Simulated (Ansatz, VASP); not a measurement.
One calculation of S, two programs

```xyz
2
Lattice="0.0000 2.3081 2.3081 2.3081 0.0000 2.3081 2.3081 2.3081 0.0000" Properties=species:S:1:pos:R:3 pbc="T T T"
S    -0.5770   -0.5770   -0.5770
S     0.5770    0.5770    0.5770
```

Change from the starting cell: volume scaled by 0.55, LAPW.

Alike in both runs: task single point; functional LDA; k mesh 13 × 13 × 13; occupations fermi-dirac, width 0.05 eV; no spin polarisation.

```csv
,VASP,Ansatz
version,VASP 6.6.1,Ansatz 0.2.0
potentials or method,"VASP PAW LDA potentials, release 64 (S), cutoff 520 eV","all-electron LAPW, scalar-relativistic"
```

```tsv
	VASP	Ansatz	Ansatz less VASP
pressure (GPa)	72.6	73.2	+0.63
```

LDA's correlation is that of Perdew and Zunger in VASP and of Perdew and Wang (1992) in Ansatz. Both programs put the cell under a high pressure, so it lies far from rest at this level. Ansatz ran all-electron here, and VASP with PAW potentials.

Noted on VASP's run: the cell as given lies far from equilibrium.
